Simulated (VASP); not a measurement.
# Ti (P6_3/mmc) in VASP: notebook

Runs on Ti. Level: PBE. Tasks: single point, relaxation of cell and atoms.

Everything below comes from runs of VASP 6.6.1. Logs are shortened: lines on timing, memory, paths and dates and some standing lists are left out, and cuts for length are marked.

## Step 1: The cell of the first run

It takes space group P6_3/mmc (No. 194, hexagonal). Conventional cell: a = 2.940 Å, b = 2.940 Å, c = 4.648 Å, α = 90.00°, β = 90.00°, γ = 120.00°. Ti (site symmetry -6m2) has 12 Ti at 2.88 to 2.94 Å within 3.8 Å.

## Step 2: Single point, PBE

INCAR reads:

```
SYSTEM = Ti
  PREC = Accurate
  ENCUT = 520
  EDIFF = 1E-7
  ISMEAR = -1
  SIGMA = 0.05
  LREAL = .False.
  LASPH = .True.
  NELM = 80
  ALGO = Normal
  ISIF = 2
  LWAVE = .False.
  LCHARG = .True.
  GGA = PE
  LELF = .True.
  LVHAR = .True.
  NBANDS = 19
```

KPOINTS reads:

```
regular mesh
0
Gamma
  13 13 7
  0 0 0
```

POSCAR reads:

```
Ti
1.0
    1.4699736186     -2.5460689932      0.0000000000
    1.4699736186      2.5460689933      0.0000000000
    0.0000000000      0.0000000000      4.6478695191
Ti
2
Direct
    0.6666666670      0.3333333330      0.2500000000
    0.3333333330      0.6666666670      0.7500000000
```

Potentials or basis: VASP PAW PBE potentials, release 64 (Ti_sv).

Command:

```bash
$ cat potpaw_PBE.64/Ti_sv/POTCAR > POTCAR
$ mpirun -np 1 vasp_std > vasp.out
```

OUTCAR:

```text
SYSTEM = Ti
   PREC = Accurate
   ENCUT = 520
   EDIFF = 1E-7
   ISMEAR = -1
   LREAL = .False.
   LASPH = .True.
   NELM = 80
   ISIF = 2
   GGA = PE

 ion  position               nearest neighbor table
   1  0.667  0.333  0.250-   2 2.88   2 2.88   2 2.88   2 2.88   2 2.88   2 2.88
   2  0.333  0.667  0.750-   1 2.88   1 2.88   1 2.88   1 2.88   1 2.88   1 2.88

  LATTYP: Found a hexagonal cell.
 ALAT       =     2.9399472372
 C/A-ratio  =     1.5809363720

  Lattice vectors:

 A1 = (   1.4699736186,  -2.5460689932,   0.0000000000)
 A2 = (   1.4699736186,   2.5460689933,   0.0000000000)
 A3 = (   0.0000000000,   0.0000000000,   4.6478695191)

Analysis of symmetry for initial positions (statically):
=====================================================================
 Subroutine PRICEL returns:
 Original cell was already a primitive cell.

 Routine SETGRP: Setting up the symmetry group for a
 hexagonal supercell.

 Subroutine GETGRP returns: Found 24 space group operations
 (whereof 12 operations were pure point group operations)
 out of a pool of 24 trial point group operations.

The static configuration has the point symmetry D_3d.
 The point group associated with its full space group is D_6h.

Analysis of symmetry for dynamics (positions and initial velocities):
=====================================================================
 Subroutine PRICEL returns:
 Original cell was already a primitive cell.

 Routine SETGRP: Setting up the symmetry group for a
 hexagonal supercell.

 Subroutine GETGRP returns: Found 24 space group operations
 (whereof 12 operations were pure point group operations)
 out of a pool of 24 trial point group operations.

The dynamic configuration has the point symmetry D_3d.
 The point group associated with its full space group is D_6h.

 Subroutine INISYM returns: Found 24 space group operations
 (whereof 12 operations are pure point group operations),
 and found     1 'primitive' translations

----------------------------------------------------------------------------------------

                                     Primitive cell

  volume of cell :      34.7907

  direct lattice vectors                    reciprocal lattice vectors
     1.469973619 -2.546068993  0.000000000     0.340142159 -0.196381167  0.000000000
     1.469973619  2.546068993  0.000000000     0.340142159  0.196381167  0.000000000
     0.000000000  0.000000000  4.647869519     0.000000000  0.000000000  0.215152339

  length of vectors
     2.939947237  2.939947237  4.647869519     0.392762334  0.392762334  0.215152339

  position of ions in fractional coordinates (direct lattice)
     0.666666667  0.333333333  0.250000000
     0.333333333  0.666666667  0.750000000

  ion indices of the primitive-cell ions
   primitive index   ion index
                 1           1
                 2           2

----------------------------------------------------------------------------------------

 KPOINTS: regular mesh

Automatic generation of k-mesh.
 Grid dimensions read from file:
 generate k-points for:   13   13    7

 Generating k-lattice:

  Cartesian coordinates                     Fractional coordinates (reciprocal lattice)
     0.026164781 -0.015106244  0.000000000     0.076923077  0.000000000  0.000000000
     0.026164781  0.015106244  0.000000000     0.000000000  0.076923077  0.000000000
     0.000000000  0.000000000  0.030736048     0.000000000  0.000000000  0.142857143

  Length of vectors
     0.030212487  0.030212487  0.030736048

  Shift w.r.t. Gamma in fractional coordinates (k-lattice)
     0.000000000  0.000000000  0.000000000

 Subroutine IBZKPT returns following result:
 ===========================================

 Found     84 irreducible k-points:

 Following reciprocal coordinates:
            Coordinates               Weight
  0.000000  0.000000  0.000000      1.000000
  0.076923  0.000000  0.000000      6.000000
  0.153846  0.000000  0.000000      6.000000
  0.230769  0.000000  0.000000      6.000000
  0.307692  0.000000  0.000000      6.000000
  0.384615  0.000000  0.000000      6.000000
[... 16 lines left out ...]
  0.076923  0.000000  0.142857     12.000000
  0.153846  0.000000  0.142857     12.000000
 [... further k-points ...]
   k-points           NKPTS =     84   k-points in BZ     NKDIM =     84   number of bands    NBANDS=     19
   number of dos      NEDOS =    301   number of ions     NIONS =      2
   total plane-waves  NPLWV =  20736
   dimension x,y,z NGX =    24 NGY =   24 NGZ =   36
   dimension x,y,z NGXF=    48 NGYF=   48 NGZF=   72
   ions per type =               2
   NGX,Y,Z   is equivalent  to a cutoff of  13.57, 13.57, 12.88 a.u.
   NGXF,Y,Z  is equivalent  to a cutoff of  27.14, 27.14, 25.75 a.u.
 SYSTEM =  Ti
   PREC   = accura    normal or accurate (medium, high low for compatibility)
   ISTART =      0    job   : 0-new  1-cont  2-samecut
   ICHARG =      2    charge: 1-file 2-atom 10-const
   ISPIN  =      1    spin polarized calculation?
   LNONCOLLINEAR =      F non collinear calculations
   LSORBIT =      F    spin-orbit coupling
   LASPH  =      T    aspherical Exc in radial PAW
   ENCUT  =  520.0 eV  38.22 Ry    6.18 a.u.   5.47  5.47  8.64*2*pi/ulx,y,z
   NELM   =     80;   NELMIN=  2; NELMDL= -5     # of ELM steps
   EDIFF  = 0.1E-06   stopping-criterion for ELM
   LREAL  =      F    real-space projection
   EDIFFG = 0.1E-05   stopping-criterion for IOM
   NSW    =      0    number of steps for IOM
   IBRION =     -1    ionic relax: 0-MD 1-quasi-New 2-CG
   NFREE  =      0    steps in history (QN), initial steepest desc. (CG)
   ISIF   =      2    stress and relaxation
   ISYM   =      2    0-nonsym 1-usesym 2-fastsym
   POTIM  = 0.5000    time-step for ionic-motion
   TEBEG  =    0.0;   TEEND  =   0.0 temperature during run
   PSTRESS=    0.0 pullay stress
   NELECT =      24.0000    total number of electrons
   NUPDOWN=      -1.0000    fix difference up-down
   EMIN   =  10.00;   EMAX   =-10.00  energy-range for DOS
   EFERMI =   0.00;   METHOD = LEGACY
   ISMEAR =    -1;   SIGMA  =   0.05  broadening in eV -4-tet -1-fermi 0-gaus
   EFERMI_NEDOS =   21; number of points for ismear=-14 and -15
   IALGO  =     38    algorithm
   IMIX   =      4    mixing-type and parameters
     AMIX     =   0.40;   BMIX     =  1.00
     AMIX_MAG =   1.60;   BMIX_MAG =  1.00
  volume/ion in A,a.u.               =      17.40       117.39
  Fermi-wavevector in a.u.,A,eV,Ry     =   1.446519  2.733524 28.469050  2.092416
  Thomas-Fermi vector in A             =   2.564578
   LORBIT       =      0    0 simple, 1 ext, 2 COOP (PROOUT), +10 PAW based schemes
   GGA     = PE    functional components
   LHFCALC =     F    Hartree Fock is set to
   AEXX    =    0.0000 exact exchange contribution
   IVDW    =     0    specifies the selected vdW correction
   LEPSILON=     F    determine dielectric tensor
   LRPA    =     F    only Hartree local field effects (RPA)
 non-spin polarized calculation
  energy-cutoff  :      520.00
  volume of cell :       34.79
 maximum number of plane-waves:       965
 NGX is ok and might be reduce to    24
   NGX = 11   NGY = 11   NGZ = 17

 number of electron      24.0000002 magnetization

 Free energy of the ion-electron system (eV)
  ---------------------------------------------------
  ext. energy  EPLUGINS =         0.00000000
  ---------------------------------------------------
  free energy    TOTEN  =       -15.67990127 eV

  energy without entropy =      -15.66180374  energy(sigma->0) =      -15.67085250

 E-fermi :   8.3266     XC(G=0): -11.4901

 val. band max:        8.3212902555   @ k =   0.0000   0.0000   0.4286
 cond. band min:       8.3295574899   @ k =   0.0769   0.0769   0.4286
 fundamental gap:      0.0082672343
 Fermi energy:         8.3265706278

 k-point     1 :       0.0000    0.0000    0.0000
  band No.  band energies     occupation
      1     -48.5445      2.00000
      2     -48.4077      2.00000
      3     -25.1319      2.00000
      4     -24.4919      2.00000
      5     -24.4919      2.00000
      6     -24.4250      2.00000
[... 11 lines left out ...]
     18       9.9308      0.00000
     19      11.4636      0.00000

 k-point     2 :       0.0769    0.0000    0.0000
  band No.  band energies     occupation
      1     -48.5387      2.00000
      2     -48.4055      2.00000
      3     -25.1190      2.00000
      4     -24.5182      2.00000
      5     -24.5007      2.00000
      6     -24.4306      2.00000
[... 11 lines left out ...]
     18       9.8390      0.00000
     19      11.5129      0.00000

 k-point     3 :       0.1538    0.0000    0.0000
  band No.  band energies     occupation
      1     -48.5225      2.00000
      2     -48.3996      2.00000
      3     -25.0818      2.00000
      4     -24.5913      2.00000
      5     -24.5245      2.00000
      6     -24.4927      2.00000
[... 11 lines left out ...]
     18       9.9909      0.00000
     19      11.6213      0.00000

 k-point     4 :       0.2308    0.0000    0.0000
  band No.  band energies     occupation
      1     -48.4987      2.00000
      2     -48.3920      2.00000
      3     -25.0250      2.00000
      4     -24.6954      2.00000
      5     -24.5946      2.00000
      6     -24.5568      2.00000
[... 11 lines left out ...]
     18      10.4384      0.00000
     19      11.7298      0.00000

 k-point     5 :       0.3077    0.0000    0.0000
  band No.  band energies     occupation
      1     -48.4717      2.00000
      2     -48.3856      2.00000
      3     -24.9560      2.00000
      4     -24.8069      2.00000
      5     -24.6989      2.00000
      6     -24.5898      2.00000
[... 11 lines left out ...]
     18      10.9634      0.00000
     19      11.8108      0.00000
[... 334 lines left out ...]
      2     -48.3913      2.00000
      3     -24.8749      2.00000
      4     -24.7776      2.00000
      5     -24.7420      2.00000
      6     -24.7397      2.00000
[... 11 lines left out ...]
     18      11.6234      0.00000
     19      13.7831      0.00000

 k-point    22 :       0.0000    0.0000    0.1429
  band No.  band energies     occupation
      1     -48.5378      2.00000
      2     -48.4146      2.00000
      3     -25.0982      2.00000
      4     -24.4869      2.00000
      5     -24.4869      2.00000
      6     -24.4615      2.00000
[... 11 lines left out ...]
     18      10.1184      0.00000
     19      11.4730      0.00000

 k-point    23 :       0.0769    0.0000    0.1429
  band No.  band energies     occupation
      1     -48.5322      2.00000
      2     -48.4122      2.00000
      3     -25.0869      2.00000
      4     -24.5125      2.00000
      5     -24.4955      2.00000
      6     -24.4755      2.00000
[... 11 lines left out ...]
     18      10.0779      0.00000
     19      11.5130      0.00000

 k-point    24 :       0.1538    0.0000    0.1429
  band No.  band energies     occupation
      1     -48.5164      2.00000
      2     -48.4057      2.00000
      3     -25.0551      2.00000
      4     -24.5837      2.00000
      5     -24.5313      2.00000
      6     -24.5186      2.00000
[... 11 lines left out ...]
     18      10.1043      0.00000
     19      11.5998      0.00000

 [... further k-points ...]

------------------------ aborting loop because EDIFF is reached ----------------------------------------

  FORCE on cell =-STRESS in cart. coord.  units (eV):
  Direction    XX          YY          ZZ          XY          YZ          ZX
  --------------------------------------------------------------------------------------
  -------------------------------------------------------------------------------------
  Total       -0.0707495     -0.0707495     -0.0320885     -0.0000000      0.0000000     -0.0000000
  in kB       -3.2581424     -3.2581424     -1.4777347     -0.0000000      0.0000000     -0.0000000
  external PRESSURE =      -2.6646732 kB  Pullay stress =       0.0000000 kB

 VOLUME and BASIS-vectors are now :
 -----------------------------------------------------------------------------
  energy-cutoff  :      520.00
  volume of cell :       34.79
      direct lattice vectors                 reciprocal lattice vectors
     1.469973619 -2.546068993  0.000000000     0.340142159 -0.196381167  0.000000000
     1.469973619  2.546068993  0.000000000     0.340142159  0.196381167  0.000000000
     0.000000000  0.000000000  4.647869519     0.000000000  0.000000000  0.215152339

 POSITION                                       TOTAL-FORCE (eV/Angst)
 -----------------------------------------------------------------------------------
      1.46997     -0.84869      1.16197        -0.000000     -0.000000      0.000000
      1.46997      0.84869      3.48590         0.000000      0.000000      0.000000
 -----------------------------------------------------------------------------------
    total drift:                                0.000000      0.000001     -0.000000

  FREE ENERGIE OF THE ION-ELECTRON SYSTEM (eV)
  ---------------------------------------------------
  free  energy   TOTEN  =       -15.6799012658 eV

  energy  without entropy=      -15.6618037369  energy(sigma->0) =      -15.67085250
```

Run time: 84 s. Hardware: 1 thread of Intel Xeon 8259CL, shared host; peak memory 0.18 GiB.

Results:

* Free energy: -15.6799 eV
* Pressure: -0.3 GPa
* Band gap on the k mesh: zero (band 12 reaches 9.09 eV, above the bottom of band 13 at 7.99 eV)

Stress tensor (GPa, compression positive):
```
-0.33  0.00  0.00
 0.00 -0.33  0.00
 0.00  0.00 -0.15
```

[end of part 1 of 3]
